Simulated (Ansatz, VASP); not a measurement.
BeS in VASP and in Ansatz

File POSCAR:

```
BeS
1.0
    2.4250000000      2.4250000000      0.0000000000
   -2.4250000000      2.4250000000      0.0000000000
    0.0000000000      2.4250000000      2.4250000000
Be S
1 1
Direct
    0.0000000000      0.0000000000      0.0000000000
    0.7500000000      0.2500000000      0.5000000000
```

The input INCAR.step1:

```
ALGO = Normal
EDIFF = 1E-4
ENCUT = 600
GGA = PE
ISMEAR = -1
LASPH = T
LCHARG = F
LREAL = F
LWAVE = T
NELM = 100
PREC = Accurate
SIGMA = 0.1
```

Contents of INCAR.step2:

```
ALGO = Normal
EDIFF = 1E-7
EDIFFG = -0.002
ENCUT = 600
IBRION = 2
ISIF = 3
ISMEAR = -1
ISTART = 1
LASPH = T
LCHARG = F
LMIXTAU = T
LREAL = F
LWAVE = F
METAGGA = R2SCAN
NELM = 100
NSW = 100
PREC = Accurate
SIGMA = 0.1
```

File KPOINTS:

```
k-points
0
Gamma
  12 12 12
```

Input for Ansatz:

```yaml
crystal:
  lattice:
    - [2.425, 2.425, 0.0]
    - [-2.425, 2.425, 0.0]
    - [0.0, 2.425, 2.425]
  atoms:
    - { symbol: Be, position: [0.0, 0.0, 0.0] }
    - { symbol: S, position: [0.75, 0.25, 0.5] }
kpoints:
  mp_grid: { grid: [12, 12, 12] }
scf:
  occupations: { method: fermi_dirac, width: 0.1 }
hamiltonian:
  xc: r2scan
  pseudopotentials: { kind: paw }
relax:
  f_tol: 0.002
  max_steps: 80
  cell: {}
output:
  forces: true
  stress: true
```

Alike in both runs: task relaxation of cell and atoms; functional r2SCAN; k mesh 12 × 12 × 12; occupations fermi-dirac, width 0.1 eV; no spin polarisation.

|  | VASP | Ansatz |
| --- | --- | --- |
| version | VASP 6.6.1 | Ansatz 0.2.0 |
| potentials or method | VASP PAW PBE potentials, release 64 (Be, S) | PAW with Ansatz's default frozen-core files, scalar-relativistic |
| plane-wave cutoff (eV) | 600 | 500 |
| valence electrons in the cell | 8 | 8 |

```csv
,VASP,Ansatz,Ansatz less VASP
relaxed volume (Å³/atom),14.47,14.42,-0.044
relaxed cell length with the largest relative difference (Å),3.446,3.443,-0.0035
```

VASP's potentials were made for PBE, not for r2SCAN.
